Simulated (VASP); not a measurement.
# Te (P3_121) in VASP: single point with PBE

Aim: the single point of Te with PBE.

All numbers are computed with VASP 6.6.1; they aren't measurements. Logs are shortened: lines on timing, memory, paths and dates and some standing lists are left out, and cuts for length are marked.

### Step 1. The cell of the first run

It takes space group P3_121 (No. 152, trigonal). The conventional cell has a = 4.458 Å, b = 4.458 Å, c = 5.925 Å, α = 90.00°, β = 90.00°, γ = 120.00°. Within 3.7 Å of Te (site symmetry 2) lie 6 Te at 2.79 to 3.53 Å.

### Step 2. Single point, PBE

File INCAR:

```
SYSTEM = Te
PREC = Accurate
ENCUT = 520
EDIFF = 1E-6
ISMEAR = -1
SIGMA = 0.08
LREAL = .FALSE.
LASPH = .TRUE.
NELM = 80
ALGO = Normal
ISIF = 2
LWAVE = .FALSE.
LCHARG = .TRUE.
GGA = PE
LELF = .TRUE.
LVHAR = .TRUE.
NBANDS = 16
```

File KPOINTS:

```
Automatic mesh
0
G
  9 9 6
  0 0 0
```

File POSCAR:

```
Te
1.0
    4.4579994587      0.0000000000      0.0000000000
   -2.2289997294      3.8607407813      0.0000000000
    0.0000000000      0.0000000000      5.9250000000
Te
3
Direct
    0.7450000000      0.0000000000      0.3333333333
    0.0000000000      0.7450000000      0.6666666667
    0.2550000000      0.2550000000      0.0000000000
```

Potentials or basis: VASP PAW PBE potentials, release 64 (Te).

The run is started by

```console
> cat potpaw_PBE.64/Te/POTCAR > POTCAR
> mpirun -np 1 vasp_std > vasp.out
```

OUTCAR:

```text
SYSTEM = Te
   PREC = Accurate
   ENCUT = 520
   EDIFF = 1E-6
   ISMEAR = -1
   LREAL = .FALSE.
   LASPH = .TRUE.
   NELM = 80
   ISIF = 2
   GGA = PE

 ion  position               nearest neighbor table
   1  0.745  0.000  0.333-   3 2.79   2 2.79   3 3.53   3 3.53   2 3.53   2 3.53
   2  0.000  0.745  0.667-   3 2.79   1 2.79   3 3.53   3 3.53   1 3.53   1 3.53
   3  0.255  0.255  0.000-   1 2.79   2 2.79   2 3.53   1 3.53   1 3.53   2 3.53

  LATTYP: Found a hexagonal cell.
 ALAT       =     4.4579994587
 C/A-ratio  =     1.3290714938

  Lattice vectors:

 A1 = (   4.4579994587,   0.0000000000,   0.0000000000)
 A2 = (  -2.2289997294,   3.8607407813,   0.0000000000)
 A3 = (   0.0000000000,   0.0000000000,   5.9250000000)

Analysis of symmetry for initial positions (statically):
=====================================================================
 Subroutine PRICEL returns:
 Original cell was already a primitive cell.

 Routine SETGRP: Setting up the symmetry group for a
 hexagonal supercell.

 Subroutine GETGRP returns: Found  6 space group operations
 (whereof  2 operations were pure point group operations)
 out of a pool of 24 trial point group operations.

The static configuration has the point symmetry C_2 .
 The point group associated with its full space group is D_3 .

Analysis of symmetry for dynamics (positions and initial velocities):
=====================================================================
 Subroutine PRICEL returns:
 Original cell was already a primitive cell.

 Routine SETGRP: Setting up the symmetry group for a
 hexagonal supercell.

 Subroutine GETGRP returns: Found  6 space group operations
 (whereof  2 operations were pure point group operations)
 out of a pool of 24 trial point group operations.

The dynamic configuration has the point symmetry C_2 .
 The point group associated with its full space group is D_3 .

 Subroutine INISYM returns: Found  6 space group operations
 (whereof  2 operations are pure point group operations),
 and found     1 'primitive' translations

----------------------------------------------------------------------------------------

                                     Primitive cell

  volume of cell :     101.9762

  direct lattice vectors                    reciprocal lattice vectors
     4.457999459  0.000000000  0.000000000     0.224315864  0.129508824  0.000000000
    -2.228999729  3.860740781  0.000000000     0.000000000  0.259017649  0.000000000
     0.000000000  0.000000000  5.925000000     0.000000000  0.000000000  0.168776371

  length of vectors
     4.457999459  4.457999459  5.925000000     0.259017649  0.259017649  0.168776371

  position of ions in fractional coordinates (direct lattice)
     0.745000000  0.000000000  0.333333333
     0.000000000  0.745000000  0.666666667
     0.255000000  0.255000000  0.000000000

  ion indices of the primitive-cell ions
   primitive index   ion index
                 1           1
                 2           2
                 3           3

----------------------------------------------------------------------------------------

 KPOINTS: Automatic mesh

Automatic generation of k-mesh.
 Grid dimensions read from file:
 generate k-points for:    9    9    6

 Generating k-lattice:

  Cartesian coordinates                     Fractional coordinates (reciprocal lattice)
     0.024923985  0.014389869  0.000000000     0.111111111  0.000000000  0.000000000
     0.000000000  0.028779739  0.000000000     0.000000000  0.111111111  0.000000000
     0.000000000  0.000000000  0.028129395     0.000000000  0.000000000  0.166666667

  Length of vectors
     0.028779739  0.028779739  0.028129395

  Shift w.r.t. Gamma in fractional coordinates (k-lattice)
     0.000000000  0.000000000  0.000000000

 Subroutine IBZKPT returns following result:
 ===========================================

 Found     62 irreducible k-points:

 Following reciprocal coordinates:
            Coordinates               Weight
  0.000000  0.000000  0.000000      1.000000
  0.111111  0.000000  0.000000      6.000000
  0.222222  0.000000  0.000000      6.000000
  0.333333  0.000000  0.000000      6.000000
  0.444444  0.000000  0.000000      6.000000
  0.111111  0.111111  0.000000      6.000000
[... 16 lines left out ...]
  0.222222  0.111111  0.166667     12.000000
 -0.111111  0.333333  0.166667     12.000000
 [... further k-points ...]
   k-points           NKPTS =     62   k-points in BZ     NKDIM =     62   number of bands    NBANDS=     16
   number of dos      NEDOS =    301   number of ions     NIONS =      3
   total plane-waves  NPLWV =  62208
   dimension x,y,z NGX =    36 NGY =   36 NGZ =   48
   dimension x,y,z NGXF=    72 NGYF=   72 NGZF=   96
   ions per type =               3
   NGX,Y,Z   is equivalent  to a cutoff of  13.42, 13.42, 13.47 a.u.
   NGXF,Y,Z  is equivalent  to a cutoff of  26.85, 26.85, 26.94 a.u.
 SYSTEM =  Te
   PREC   = accura    normal or accurate (medium, high low for compatibility)
   ISTART =      0    job   : 0-new  1-cont  2-samecut
   ICHARG =      2    charge: 1-file 2-atom 10-const
   ISPIN  =      1    spin polarized calculation?
   LNONCOLLINEAR =      F non collinear calculations
   LSORBIT =      F    spin-orbit coupling
   LASPH  =      T    aspherical Exc in radial PAW
   ENCUT  =  520.0 eV  38.22 Ry    6.18 a.u.   8.29  8.29 11.02*2*pi/ulx,y,z
   NELM   =     80;   NELMIN=  2; NELMDL= -5     # of ELM steps
   EDIFF  = 0.1E-05   stopping-criterion for ELM
   LREAL  =      F    real-space projection
[... 7 lines left out ...]
   TEBEG  =    0.0;   TEEND  =   0.0 temperature during run
   PSTRESS=    0.0 pullay stress
   NELECT =      18.0000    total number of electrons
   NUPDOWN=      -1.0000    fix difference up-down
   EMIN   =  10.00;   EMAX   =-10.00  energy-range for DOS
   EFERMI =   0.00;   METHOD = LEGACY
   ISMEAR =    -1;   SIGMA  =   0.08  broadening in eV -4-tet -1-fermi 0-gaus
   EFERMI_NEDOS =   21; number of points for ismear=-14 and -15
   IALGO  =     38    algorithm
   IMIX   =      4    mixing-type and parameters
     AMIX     =   0.40;   BMIX     =  1.00
     AMIX_MAG =   1.60;   BMIX_MAG =  1.00
  volume/ion in A,a.u.               =      33.99       229.39
  Fermi-wavevector in a.u.,A,eV,Ry     =   0.918331  1.735394 11.474231  0.843332
  Thomas-Fermi vector in A             =   2.043401
   LORBIT       =      0    0 simple, 1 ext, 2 COOP (PROOUT), +10 PAW based schemes
   GGA     = PE    functional components
   LHFCALC =     F    Hartree Fock is set to
   AEXX    =    0.0000 exact exchange contribution
   IVDW    =     0    specifies the selected vdW correction
   LEPSILON=     F    determine dielectric tensor
   LRPA    =     F    only Hartree local field effects (RPA)
 non-spin polarized calculation
  energy-cutoff  :      520.00
  volume of cell :      101.98
 maximum number of plane-waves:      2776
 NGX is ok and might be reduce to    36
   NGX = 17   NGY = 17   NGZ = 23

 number of electron      17.9999999 magnetization

 Free energy of the ion-electron system (eV)
  ---------------------------------------------------
  ext. energy  EPLUGINS =         0.00000000
  ---------------------------------------------------
  free energy    TOTEN  =        -9.34929683 eV

  energy without entropy =       -9.34721594  energy(sigma->0) =       -9.34825639

 E-fermi :   6.0416     XC(G=0):  -9.0370

 val. band max:        6.0361603146   @ k =   0.3333   0.3333   0.5000
 cond. band min:       6.5312166130   @ k =   0.0000   0.0000   0.5000
 fundamental gap:      0.4950562984
 Fermi energy:         6.0416015575

 k-point     1 :       0.0000    0.0000    0.0000
  band No.  band energies     occupation
      1      -7.8417      2.00000
      2      -4.4365      2.00000
      3      -4.4365      2.00000
      4       2.7837      2.00000
      5       3.0411      2.00000
      6       3.0411      2.00000
[... 8 lines left out ...]
     15      11.7173      0.00000
     16      12.3248      0.00000

 k-point     2 :       0.1111    0.0000    0.0000
  band No.  band energies     occupation
      1      -7.7644      2.00000
      2      -4.4593      2.00000
      3      -4.4104      2.00000
      4       2.1725      2.00000
      5       2.6633      2.00000
      6       2.9537      2.00000
[... 8 lines left out ...]
     15      11.9605      0.00000
     16      12.2286      0.00000

 k-point     3 :       0.2222    0.0000    0.0000
  band No.  band energies     occupation
      1      -7.5458      2.00000
      2      -4.5589      2.00000
      3      -4.3402      2.00000
      4       1.4046      2.00000
      5       2.1187      2.00000
      6       2.6495      2.00000
[... 8 lines left out ...]
     15      12.2289      0.00000
     16      12.7297      0.00000

 k-point     4 :       0.3333    0.0000    0.0000
  band No.  band energies     occupation
      1      -7.2377      2.00000
      2      -4.7728      2.00000
      3      -4.2534      2.00000
      4       0.9995      2.00000
      5       1.6837      2.00000
      6       2.3851      2.00000
[... 8 lines left out ...]
     15      12.9721      0.00000
     16      13.6000      0.00000
[... 324 lines left out ...]
 k-point    22 :       0.1111    0.1111    0.1667
  band No.  band energies     occupation
      1      -7.5167      2.00000
      2      -5.3067      2.00000
      3      -3.5948      2.00000
      4       1.7048      2.00000
      5       2.0244      2.00000
      6       2.9912      2.00000
[... 8 lines left out ...]
     15      12.0957      0.00000
     16      12.3106      0.00000

 k-point    23 :       0.2222    0.1111    0.1667
  band No.  band energies     occupation
      1      -7.2522      2.00000
      2      -5.2610      2.00000
      3      -3.7546      2.00000
      4       1.1127      2.00000
      5       1.5299      2.00000
      6       2.6516      2.00000
[... 8 lines left out ...]
     15      12.8136      0.00000
     16      13.4857      0.00000

 k-point    24 :      -0.1111    0.3333    0.1667
  band No.  band energies     occupation
      1      -7.2578      2.00000
      2      -5.2045      2.00000
      3      -3.8552      2.00000
      4       1.3010      2.00000
      5       1.7374      2.00000
      6       2.8125      2.00000
[... 8 lines left out ...]
     15      12.4496      0.00000
     16      12.8715      0.00000

 [... further k-points ...]
[... 5 lines left out ...]
  --------------------------------------------------------------------------------------
  -------------------------------------------------------------------------------------
  Total        1.7796347      1.7796347      2.5195106     -0.0000000      0.0000000      0.0000000
  in kB       27.9603387     27.9603387     39.5847371     -0.0000000      0.0000000      0.0000000
  external PRESSURE =      31.8351382 kB  Pullay stress =       0.0000000 kB

 VOLUME and BASIS-vectors are now :
 -----------------------------------------------------------------------------
  energy-cutoff  :      520.00
  volume of cell :      101.98
      direct lattice vectors                 reciprocal lattice vectors
     4.457999459  0.000000000  0.000000000     0.224315864  0.129508824  0.000000000
    -2.228999729  3.860740781  0.000000000     0.000000000  0.259017649  0.000000000
     0.000000000  0.000000000  5.925000000     0.000000000  0.000000000  0.168776371

 POSITION                                       TOTAL-FORCE (eV/Angst)
 -----------------------------------------------------------------------------------
      3.32121      0.00000      1.97500        -0.635807      0.000000      0.000000
     -1.66060      2.87625      3.95000         0.317903     -0.550625     -0.000000
      0.56839      0.98449      0.00000         0.317903      0.550625     -0.000000
 -----------------------------------------------------------------------------------
    total drift:                                0.000000      0.000000     -0.000000

  FREE ENERGIE OF THE ION-ELECTRON SYSTEM (eV)
  ---------------------------------------------------
  free  energy   TOTEN  =        -9.3492968288 eV

  energy  without entropy=       -9.3472159422  energy(sigma->0) =       -9.34825639
```

Run time: 77 s. Hardware: 1 thread of Intel Xeon Platinum 8259CL at 2.50GHz (Skylake/Cascade Lake), shared host; peak memory 0.27 GiB.

Results:

* Free energy: -9.3493 eV
* Pressure: 3.2 GPa
* Largest force: 0.636 eV/Å
* Band gap on the k mesh: 0.14 eV

Forces in eV/Å, atoms in the order of the input:
```
Te  -0.636  0.000  0.000
Te   0.318 -0.551  0.000
Te   0.318  0.551  0.000
```

Stress tensor (GPa, compression positive):
```
2.80 0.00 0.00
0.00 2.80 0.00
0.00 0.00 3.96
```

Caveat: the cell stands under pressure; semilocal functionals underestimate gaps, and a narrow one can read as zero; spin-orbit coupling is left out, which moves the levels of the heavy elements.

The gap in the log of VASP goes by the Fermi energy; the results here count the filled bands.